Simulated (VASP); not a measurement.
Here is a VASP 6.6.1 calculation.

Contents of INCAR:

```
PREC = Accurate
ENCUT = 500
EDIFF = 1E-6
ISMEAR = 0
SIGMA = 0.036
LREAL = F
LASPH = T
NELM = 120
ALGO = Normal
ISIF = 2
LWAVE = F
LCHARG = F
GGA = PS
NBANDS = 10
GGA_COMPAT = F
```

Contents of KPOINTS:

```
Automatic mesh
0
Gamma
  2 2 2
```

The input POSCAR:

```
Na
1.0
   -2.1040267987      2.1040267987      2.1040267987
    2.1040267987     -2.1040267987      2.1040267987
    2.1040267987      2.1040267987     -2.1040267987
Na
1
Direct
    0.0000000000      0.0000000000      0.0000000000
```

Potentials or basis: VASP PAW PBE potentials, release 64 (Na_pv).

Run with:

```console
$ cat potpaw_PBE.64/Na_pv/POTCAR > POTCAR
$ mpirun -np 1 vasp_std > vasp.out
```

(1) Predict the pressure.

Results:

(1) 1.8 GPa.

Caveat: the k points lie up to 1.06 Å⁻¹ apart; the PAW data sets were made with another functional, which shifts forces and pressure a little.
